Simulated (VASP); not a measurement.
Runs of VASP 6.6.1 on Pb. The structure is that of space group P6_3/mmc (No. 194), or close to it. The cells are those of the table. This isn't the form of Pb at room conditions, which is fcc.

| cell | gap on the mesh (eV) | pressure (GPa) |
| --- | --- | --- |
| a = 3.567, b = 3.567, c = 5.590 Å, angles 90.0, 90.0, 120.0°, 2 atoms | none | 0.4 |
| a = 3.567, b = 3.567, c = 5.311 Å, angles 90.0, 90.0, 120.0°, 2 atoms | none | 3.3 |
| a = 3.567, b = 3.567, c = 5.450 Å, angles 90.0, 90.0, 120.0°, 2 atoms | none | (a) |
| a = 3.480, b = 3.480, c = 5.870 Å, angles 90.0, 90.0, 120.0°, 2 atoms | none | 0.3 |

Alike in all rows: task single point; level r2SCAN; potentials or basis VASP PAW PBE potentials, release 64 (Pb_d); no spin polarisation; k mesh 18 × 18 × 10; cutoff (eV) 520; smearing gaussian 0.15 eV.

Problem. Estimate the missing entries.

Solution. (a) 1.7.

Caveats: the PAW data sets were made with another functional, which shifts forces and pressure a little; spin-orbit coupling is left out, which moves the levels of the heavy elements; the cell stands under pressure (at least some runs).

A k mesh can miss the band edges, and the runs leave out spin-orbit coupling on Pb.

A gap of «none» marks levels without a gap at the run's occupations.
